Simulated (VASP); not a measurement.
Here is a VASP 6.6.1 calculation.

Contents of INCAR:

```
ALGO = Normal ; EDIFF = 1E-6
EDIFFG = -0.025 ; ENCUT = 600
GGA = PE ; IBRION = 2
ISIF = 3 ; ISMEAR = 0
LASPH = T ; LCHARG = F
LREAL = F ; LWAVE = F
NELM = 100 ; NSW = 80
PREC = Accurate ; SIGMA = 0.1
```

The input KPOINTS:

```
k-points
0
Gamma
  4 4 4
```

Contents of POSCAR:

```
Na3LaO3
1.0
    0.0026953439     -4.5422126167      0.1241742478
    4.7780091115     -0.0026953439      0.0423456589
   -2.3373916526      2.1171525930      5.7022305085
Na La O
3 1 3
Direct
    0.1475464609      0.5996905792      0.3263031424
    0.6273190576      0.1315962686      0.3081249837
    0.9830605362      0.9412577215      0.9027809398
    0.4094516366      0.3595547785      0.7544547656
    0.4046925876      0.9797538538      0.8599465153
    0.9508839883      0.5058786129      0.9075985108
    0.2110932326      0.2163156855      0.4088861422
```

Potentials or basis: VASP PAW PBE potentials, release 64 (Na_pv, La, O).

Run with:

```sh
$ cat potpaw_PBE.64/Na_pv/POTCAR potpaw_PBE.64/La/POTCAR potpaw_PBE.64/O/POTCAR > POTCAR
$ mpirun -np 1 vasp_std > vasp.out
```

Q: Estimate the relaxed cell.

A: a = 4.397 Å, b = 4.906 Å, c = 6.538 Å, α = 112.04°, β = 109.65°, γ = 90.00°.

Q: Predict the relaxed volume.

A: 17.40 Å³/atom.

Q: What does it give for the space group after relaxing (to 0.1 Å)?

A: Imm2 (No. 44).

Step by step:
| step | energy change (eV) | largest force (eV/Å) | pressure (GPa) | volume (Å³) |
| --- | --- | --- | --- | --- |
| 1 | 0.0000 | 5.2032 | 7.27 | 125.46 |
| 2 | -0.8857 | 1.0941 | -4.96 | 140.77 |
| 3 | -1.0047 | 0.9335 | -2.52 | 135.66 |
| 4 | -1.2702 | 0.6310 | -1.75 | 131.50 |
| 5 | -1.4512 | 0.5139 | 0.61 | 124.68 |
| 6 | -1.5267 | 0.4127 | -0.04 | 124.82 |
| 7 | -1.5434 | 0.3660 | -0.33 | 124.90 |
| 8 | -1.5832 | 0.2512 | -0.23 | 124.02 |
| 9 | -1.5901 | 0.4071 | -0.08 | 123.48 |
| 10 | -1.6146 | 0.1513 | 0.36 | 122.81 |
| 11 | -1.6178 | 0.1500 | 0.61 | 122.47 |
| 12 | -1.6250 | 0.1204 | -0.39 | 124.33 |
| 13 | -1.6250 | 0.1209 | -0.33 | 124.23 |
| 14 | -1.6310 | 0.1134 | -0.18 | 124.01 |
| 15 | -1.6346 | 0.1426 | 0.07 | 123.66 |
| 16 | -1.6399 | 0.0802 | -0.06 | 123.77 |
| 17 | -1.6428 | 0.1131 | -0.25 | 123.91 |
| 18 | -1.6474 | 0.1231 | 0.11 | 123.14 |
| 19 | -1.6487 | 0.1343 | 0.56 | 122.23 |
| 20 | -1.6511 | 0.1258 | 0.47 | 122.34 |
| 21 | -1.6549 | 0.1290 | 0.17 | 122.63 |
| 22 | -1.6552 | 0.1354 | 0.08 | 122.71 |
| 23 | -1.6584 | 0.1165 | -0.06 | 122.90 |
| 24 | -1.6618 | 0.1262 | -0.38 | 123.37 |
| 25 | -1.6653 | 0.0824 | -0.16 | 122.83 |
| 26 | -1.6675 | 0.1188 | 0.20 | 121.99 |
| 27 | -1.6705 | 0.0896 | 0.04 | 122.06 |
| 28 | -1.6718 | 0.1417 | -0.14 | 122.15 |
| 29 | -1.6737 | 0.0428 | -0.01 | 121.78 |
| 30 | -1.6737 | 0.0424 | 0.01 | 121.78 |
| 31 | -1.6743 | 0.0338 | 0.01 | 121.75 |
| 32 | -1.6745 | 0.0348 | 0.01 | 121.72 |
| 33 | -1.6749 | 0.0313 | 0.02 | 121.74 |
| 34 | -1.6752 | 0.0385 | 0.03 | 121.78 |
| 35 | -1.6754 | 0.0299 | -0.07 | 121.95 |
| 36 | -1.6754 | 0.0312 | -0.06 | 121.95 |
| 37 | -1.6756 | 0.0132 | 0.02 | 121.81 |
